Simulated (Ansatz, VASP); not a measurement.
# Ca: VASP beside Ansatz

INCAR

```
SYSTEM = Ca
PREC = Accurate
ENCUT = 520
EDIFF = 1E-7
ISMEAR = -1
SIGMA = 0.1
LREAL = .False.
LASPH = .True.
NELM = 100
ALGO = Normal
ISIF = 2
LWAVE = .False.
LCHARG = .False.
GGA = RP
NBANDS = 22
```

Contents of KPOINTS:

```
regular mesh
0
Gamma
  7 7 9
  0 0 0
```

The input POSCAR:

```
Ca
1.0
    6.3869952790      0.0000000000      0.0000000000
   -3.1934976395      5.5313001654      0.0000000000
    0.0000000000      0.0000000000      3.8199801632
Ca
3
Direct
    0.0000000000      0.0000000000      0.0000000000
    0.3333333333      0.6666666667      0.5000000000
    0.6666666667      0.3333333333      0.5000000000
```

Input for Ansatz:

```yaml
crystal:
  lattice:
    - [6.386995279, 0.0, 0.0]
    - [-3.1934976395, 5.5313001654, 0.0]
    - [0.0, 0.0, 3.8199801632]
  atoms:
    - { symbol: Ca, position: [0.0, 0.0, 0.0] }
    - { symbol: Ca, position: [0.3333333333, 0.6666666667, 0.5] }
    - { symbol: Ca, position: [0.6666666667, 0.3333333333, 0.5] }
hamiltonian:
  xc: rpbe
  pseudopotentials:
    kind: paw
    azcp:
      Ca: "pseudopotentials/Ca.paw.azcp"
basis:
  ecutwfc: 420
  fft_grid_basis: typed
kpoints:
  mp_grid: { grid: [7, 7, 9], shift: [0, 0, 0] }
magnetization:
  spin_polarized: false
scf:
  occupations: { method: fermi_dirac, width: 0.1 }
  lower_state_search: "off"
output:
  stress: true
```

Alike in both runs: task single point; functional RPBE; k mesh 7 × 7 × 9; occupations fermi-dirac, width 0.1 eV; no spin polarisation.

|  | VASP | Ansatz |
| --- | --- | --- |
| version | VASP 6.6.1 | Ansatz 0.2.0 |
| potentials or method | VASP PAW PBE potentials, release 64 (Ca_sv), cutoff 520 eV | plane waves (420 eV) with PAW, scalar-relativistic |
| valence electrons in the cell | 30 | 30 |

|  | VASP | Ansatz | Ansatz less VASP |
| --- | --- | --- | --- |
| pressure (GPa) | 0.0 | 0.0 | -0.01 |

VASP's potentials were made for PBE, not for RPBE.
